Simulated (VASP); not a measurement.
Input of a VASP 6.6.1 run:

The input INCAR:

```
PREC = Accurate
ENCUT = 520
EDIFF = 1E-7
ISMEAR = -1
SIGMA = 0.05
LREAL = False
LASPH = True
NELM = 80
ALGO = Fast
ISIF = 2
LWAVE = False
LCHARG = True
GGA = PS
LELF = True
LVHAR = True
NBANDS = 16
```

The input KPOINTS:

```
regular mesh
0
Gamma
  6 6 3
```

Contents of POSCAR:

```
Cs
1.0
    3.4009323334      0.0000000000      0.0000000000
   -1.7004661667      2.9452937973      0.0000000000
    0.0000000000      0.0000000000      5.3578268874
Cs
2
Direct
    0.6666666667      0.3333333333      0.7500000000
    0.3333333333      0.6666666667      0.2500000000
```

Potentials or basis: VASP PAW PBE potentials, release 64 (Cs_sv).

Command:

```console
$ cat potpaw_PBE.64/Cs_sv/POTCAR > POTCAR
$ mpirun -np 1 vasp_std > vasp.out
```

**Question.** Predict the band gap on the k mesh.

**Answer.** Zero (bands 9 and 10 overlap by 1.98 eV).

**Question.** Estimate the pressure.

**Answer.** 21.2 GPa.

Stress tensor (GPa, compression positive):
```
21.13  0.00  0.00
 0.00 21.13  0.00
 0.00  0.00 21.40
```

Caveat: the k points lie up to 0.39 Å⁻¹ apart, too coarse for converged energies and pressures of a metal; the PAW data sets were made with another functional, which shifts forces and pressure a little; spin-orbit coupling is left out, which moves the levels of the heavy elements.
